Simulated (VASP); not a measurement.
Set up this calculation in VASP 6.6.1, as the native input.

```
Task                   : single point
Functional             : r2SCAN
Potentials or basis    : VASP PAW PBE potentials, release 64 (Si, N)
Cutoff                 : 520 eV
k mesh                 : 2 × 2 × 2
Occupations            : fermi-dirac, width 0.02 eV
Spin                   : collinear spin, ferromagnetic start
Starting moments       : [0.0, 0.0, 0.0, 0.0, 0.0, 0.0, 0.0, 0.0, 0.0, 0.0, 0.0, 0.0, 0.0, 0.0, 0.0, 0.0, 1.0] μB
Dipole correction      : no
Further INCAR settings : LREAL = Auto; ALGO = Normal; EDIFF = 1e-07; NBANDS = 52
```

The system is Si16N (a cell with a defect).

```
CELL_PARAMETERS angstrom
0.00000 5.43000 5.43000
5.43000 0.00000 5.43000
5.43000 5.43000 0.00000
ATOMIC_POSITIONS crystal
Si 0.97811 0.04516 0.99173
Si 0.16837 0.01813 0.18111
Si 0.98497 0.99674 0.53142
Si 0.11366 0.14534 0.62020
Si 0.97183 0.49947 0.98572
Si 0.09594 0.64375 0.10963
Si 0.98394 0.52009 0.48390
Si 0.11028 0.63079 0.62036
Si 0.51879 0.99630 0.99833
Si 0.60660 0.14511 0.12764
Si 0.48692 0.00877 0.50087
Si 0.61144 0.13406 0.62484
Si 0.47025 0.51987 0.99781
Si 0.60646 0.63040 0.12458
Si 0.48541 0.50838 0.49969
Si 0.60941 0.63454 0.62326
N 0.01910 0.23525 0.03172
```

The input as run:

POSCAR

```
Si16N
1.0
    0.0000000000      5.4300000000      5.4300000000
    5.4300000000      0.0000000000      5.4300000000
    5.4300000000      5.4300000000      0.0000000000
Si N
16 1
Direct
   -0.0218925564      0.0451598519     -0.0082721358
    0.1683659779      0.0181271844      0.1811113859
   -0.0150315398     -0.0032571974      0.5314229044
    0.1136618101      0.1453425010      0.6201997226
   -0.0281687358      0.4994651348     -0.0142771700
    0.0959442358      0.6437492679      0.1096306094
   -0.0160608084      0.5200863980      0.4839001894
    0.1102794246      0.6307879212      0.6203640757
    0.5187858356     -0.0037014415     -0.0016718793
    0.6066021293      0.1451105763      0.1276444348
    0.4869189026      0.0087705602      0.5008673800
    0.6114378875      0.1340597737      0.6248412114
    0.4702473956      0.5198667248     -0.0021908979
    0.6064623491      0.6304048438      0.1245802583
    0.4854142156      0.5083780675      0.4996859542
    0.6094079313      0.6345445465      0.6232571694
    1.0191001455      0.2352527869      0.0317219876
```

INCAR.step1

```
SYSTEM = Si16N
ALGO = Normal
EDIFF = 1E-4
ENCUT = 520
GGA = PE
ISMEAR = -1
ISPIN = 2
LASPH = .TRUE.
LCHARG = .FALSE.
LREAL = Auto
LWAVE = .TRUE.
MAGMOM = 0 0 0 0 0 0 0 0 0 0 0 0 0 0 0 0 1
NBANDS = 52
NELM = 150
PREC = Accurate
SIGMA = 0.02
```

INCAR.step2

```
SYSTEM = Si16N
ALGO = Normal
EDIFF = 1E-7
ENCUT = 520
ISIF = 2
ISMEAR = -1
ISPIN = 2
ISTART = 1
LASPH = .TRUE.
LCHARG = .TRUE.
LELF = .TRUE.
LMIXTAU = .TRUE.
LORBIT = 11
LREAL = Auto
LVHAR = .TRUE.
LWAVE = .FALSE.
MAGMOM = 0 0 0 0 0 0 0 0 0 0 0 0 0 0 0 0 1
METAGGA = R2SCAN
NBANDS = 52
NELM = 150
PREC = Accurate
SIGMA = 0.02
```

KPOINTS

```
k-points
0
G
  2 2 2
  0 0 0
```

Potentials or basis: VASP PAW PBE potentials, release 64 (Si, N).

The run is started by

```sh
$ cat potpaw_PBE.64/Si/POTCAR potpaw_PBE.64/N/POTCAR > POTCAR
$ cp INCAR.step1 INCAR
$ mpirun -np 1 vasp_std > vasp.out
$ cp INCAR.step2 INCAR
$ mpirun -np 1 vasp_std > vasp.out
```

It gave:

```
Pressure                                              : 3.0 GPa
Largest force                                         : 0.023 eV/Å
Net moment                                            : 0.00 μB per cell
Valence electrons inside the program's atomic spheres : Si 1.64, 1.73, 1.75, 1.69, 1.66, 1.71, 1.74, 1.72 (each value once); N 3.90
```

Caveat: the k points lie up to 0.50 Å⁻¹ apart; the PAW data sets were made with another functional, which shifts forces and pressure a little.

Wall time 12 min on 1 thread of Intel(R) Xeon(R) 6975P-C (Granite Rapids), on a shared host, peak memory 0.82 GiB.
